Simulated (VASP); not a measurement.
Write the native input for VASP 6.6.1 that does the following.

| Property | Result |
| --- | --- |
| Task | single point |
| Functional | r2SCAN |
| Potentials or basis | VASP PAW PBE potentials, release 64 (Sn_d) |
| Cutoff | 520 eV |
| k mesh | 13 × 13 × 13 |
| Occupations | fermi-dirac, width 0.05 eV |
| Spin | no spin polarisation |
| Dipole correction | no |
| Further INCAR settings | ALGO = Normal; EDIFF = 1e-07; NBANDS = 13 |

Sn:

```xyz
1
Lattice="-1.8757 1.8757 1.8947 1.8757 -1.8757 1.8947 1.8757 1.8757 -1.8947" Properties=species:S:1:pos:R:3 pbc="T T T"
Sn    0.0000    0.0000    0.0000
```

This isn't the form of Sn at room conditions, which is tetragonal (white tin).

These files were run (other wordings do the same):

POSCAR

```
Sn
1.0
   -1.8757054800      1.8757054800      1.8946520000
    1.8757054800     -1.8757054800      1.8946520000
    1.8757054800      1.8757054800     -1.8946520000
Sn
1
Direct
    0.0000000000      0.0000000000      0.0000000000
```

INCAR.step1

```
SYSTEM = Sn
PREC = Accurate
ENCUT = 520
ISMEAR = -1
SIGMA = 0.05
LREAL = .FALSE.
LASPH = .TRUE.
NELM = 80
NBANDS = 13
GGA = PE
ALGO = Normal
EDIFF = 1E-4
LWAVE = .TRUE.
LCHARG = .FALSE.
```

INCAR.step2

```
SYSTEM = Sn
PREC = Accurate
ENCUT = 520
EDIFF = 1E-7
ISMEAR = -1
SIGMA = 0.05
LREAL = .FALSE.
LASPH = .TRUE.
NELM = 80
ALGO = Normal
ISIF = 2
LWAVE = .FALSE.
LCHARG = .FALSE.
METAGGA = R2SCAN
LMIXTAU = .TRUE.
NBANDS = 13
ISTART = 1
```

KPOINTS

```
regular mesh
0
G
  13 13 13
  0 0 0
```

Potentials or basis: VASP PAW PBE potentials, release 64 (Sn_d).

Run with:

```sh
$ cat potpaw_PBE.64/Sn_d/POTCAR > POTCAR
$ cp INCAR.step1 INCAR
$ mpirun -np 1 vasp_std > vasp.out
$ cp INCAR.step2 INCAR
$ mpirun -np 1 vasp_std > vasp.out
```

Results of the run:

* Pressure: 0.7 GPa
* Band gap on the k mesh: zero (bands 7 and 8 overlap by 11.13 eV)

Caveat: the PAW data sets were made with another functional, which shifts forces and pressure a little; spin-orbit coupling is left out, which moves the levels of the heavy elements.

Run time: 2.3 min on 1 thread of AMD EPYC 9R45 96-Core Processor (Zen 5), on a shared host, peak memory 0.16 GiB.
